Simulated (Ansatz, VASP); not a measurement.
CdF2 in VASP and in Ansatz

```
CELL_PARAMETERS angstrom
0.00000 2.65759 2.65759
2.65759 0.00000 2.65759
2.65759 2.65759 0.00000
ATOMIC_POSITIONS crystal
Cd 0.00000 0.00000 0.00000
F 0.75000 0.75000 0.75000
F 0.25000 0.25000 0.25000
```

Alike in both runs: task single point; functional r2SCAN; k mesh 9 × 9 × 9; occupations fermi-dirac, width 0.05 eV; no spin polarisation.

|  | VASP | Ansatz |
| --- | --- | --- |
| version | VASP 6.6.1 | Ansatz 0.2.0 |
| potentials or method | VASP PAW PBE potentials, release 64 (Cd, F) | Ansatz PAW |
| plane-wave cutoff (eV) | 520 | 500 |
| valence electrons in the cell | 26 | 34 |

Ansatz gave:

```
gap on the k mesh at the Fermi level (eV) : 3.98
least direct gap on the mesh (eV)         : 4.40
pressure (GPa)                            : 5.1
```

Q: Estimate VASP's values.

A: gap on the k mesh at the Fermi level (eV): 3.93; least direct gap on the mesh (eV): 4.34; pressure (GPa): 6.4.

VASP's potentials were made for PBE, not for r2SCAN. The functional is the same, so the differences come from potentials, cutoffs and numerics. VASP's potentials hold 26 valence electrons a cell and Ansatz's 34, so a difference there can come from the potentials and not from the codes.

Noted on Ansatz's run: odd divisions of the mesh miss points on the zone boundary, where band edges often lie, so the gap on the mesh can be too wide.
